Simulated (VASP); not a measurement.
Here is a VASP 6.6.1 calculation.

File INCAR:

```
SYSTEM = Si
ALGO = Normal
EDIFF = 1E-6
EDIFFG = -0.04
ENCUT = 600
GGA = PE
IBRION = 2
ISIF = 3
ISMEAR = 0
LASPH = .True.
LCHARG = .False.
LREAL = .False.
LWAVE = .False.
NELM = 60
NSW = 90
PREC = Accurate
SIGMA = 0.1
```

Contents of KPOINTS:

```
k-points
0
Gamma
  6 6 2
  0 0 0
```

POSCAR

```
Si
1.0
    3.4769199800      0.0000000000      0.0000000000
   -1.7384599900      3.0111010300      0.0000000000
    0.0000000000      0.0000000000     13.3861419200
Si
7
Direct
    0.3333333300      0.6666666700      0.5714285700
    0.6666666700      0.3333333300      0.7142857100
    0.3333333300      0.6666666700      0.8571428600
    0.0000000000      0.0000000000      0.0000000000
    0.6666666700      0.3333333300      0.1428571400
    0.3333333300      0.6666666700      0.2857142900
    0.6666666700      0.3333333300      0.4285714300
```

Potentials or basis: VASP PAW PBE potentials, release 64 (Si).

Launch:

```sh
$ cat potpaw_PBE.64/Si/POTCAR > POTCAR
$ mpirun -np 1 vasp_std > vasp.out
```

What does it give for the relaxed cell?

a = 3.437 Å, b = 3.437 Å, c = 11.157 Å, α = 90.00°, β = 90.00°, γ = 120.00°.

What does it give for the band gap on the k mesh?

Zero (bands 14 and 15 overlap by 3.74 eV).

Final structure:
```
CELL_PARAMETERS angstrom
3.43741 0.00000 0.00000
-1.71870 2.97688 0.00000
0.00000 0.00000 11.15715
ATOMIC_POSITIONS crystal
Si 0.33333 0.66667 0.57642
Si 0.66667 0.33333 0.71440
Si 0.33333 0.66667 0.86077
Si 0.00000 0.00000 0.00000
Si 0.66667 0.33333 0.13923
Si 0.33333 0.66667 0.28560
Si 0.66667 0.33333 0.42357
```
